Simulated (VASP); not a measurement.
A run of VASP 6.6.1 is set up as follows.

The input INCAR:

```
SYSTEM = Be3ZnSe4
  ALGO = Normal
  EDIFF = 1E-6
  ENCUT = 520
  GGA = PE
  ISIF = 2
  ISMEAR = 0
  LASPH = .True.
  LCHARG = .False.
  LREAL = .False.
  LWAVE = .False.
  NBANDS = 31
  NELM = 100
  PREC = Accurate
  SIGMA = 0.02
```

KPOINTS

```
k-points
0
Gamma
  6 6 2
  0 0 0
```

File POSCAR:

```
Be3ZnSe4
1.0
    3.6237768306      0.0000000279      0.0000000000
   -1.8118884395      3.1382827790      0.0000000000
    0.0000000000      0.0000000000     12.0774539366
Be Zn Se
3 1 4
Direct
    0.6666666667      0.3333333333      0.0128309378
    0.6666666667      0.3333333333      0.4919029721
    0.0000000000      0.0000000000      0.2529533820
    0.0000000000      0.0000000000      0.7583771407
    0.6666666667      0.3333333333      0.1939050278
    0.6666666667      0.3333333333      0.6713149190
    0.0000000000      0.0000000000      0.4337563047
    0.0000000000      0.0000000000      0.9549593159
```

Potentials or basis: VASP PAW PBE potentials, release 64 (Be, Zn, Se).

Launch:

```bash
$ cat potpaw_PBE.64/Be/POTCAR potpaw_PBE.64/Zn/POTCAR potpaw_PBE.64/Se/POTCAR > POTCAR
$ mpirun -np 1 vasp_std > vasp.out
```

Estimate the largest force.

0.020 eV/Å.

Predict the band gap on the k mesh.

2.42 eV, indirect (least direct gap 2.94 eV).

Estimate the pressure.

8.1 GPa.

Forces on the atoms (eV/Å):
```
Be   0.000  0.000 -0.002
Be   0.000  0.000 -0.001
Be   0.000  0.000 -0.001
Zn   0.000  0.000  0.007
Se   0.000  0.000  0.001
Se   0.000  0.000 -0.020
Se   0.000  0.000  0.001
Se   0.000  0.000  0.015
```

 A k mesh can miss the band edges.
